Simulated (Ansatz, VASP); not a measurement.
## ZrNbSe3 in VASP and in Ansatz

```
Zr Nb Se
1.0
     5.13764    0.00000    0.00000
     0.00000    5.13764    0.00000
     0.00000    0.00000    5.13764
Zr Nb Se
1 1 3
Direct
  0.50000 0.50000 0.50000
  0.00000 0.00000 0.00000
  0.50000 0.50000 0.00000
  0.00000 0.50000 0.50000
  0.50000 0.00000 0.50000
```

Change from the starting cell: species swapped into the ZnAgF3 type (Pm-3m, No. 221).

Alike in both runs: functional PBE; k mesh 4 × 4 × 4; occupations gaussian, width 0.1 eV; collinear spin.

Ansatz relaxed the structure, and its values are those at the end. VASP's run is a single point on that final structure, the one shown.

```csv
,VASP,Ansatz
version,VASP 6.6.1,Ansatz 0.2.0
potentials or method,"VASP PAW PBE potentials, release 64 (Zr_sv, Nb_sv, Se), cutoff 520 eV","scalar-relativistic, plane waves, PAW"
valence electrons in the cell,43,73
```

```csv
,VASP,Ansatz,Ansatz less VASP
gap on the k mesh at the Fermi level (eV),none,none,-
pressure (GPa),0.2,0.1,-0.06
net moment per atom (μB),0.55,0.55,0.000
size of the moment on the site where the two differ most (μB),2.38,2.85,+0.473
```

Site moments also hang on the region over which each program counts them. A gap of «none» marks a metal or a gap that the smearing closes. VASP's potentials hold 43 valence electrons a cell and Ansatz's 73, so a difference there can come from the potentials and not from the codes. Ansatz's warnings: no starting moments.
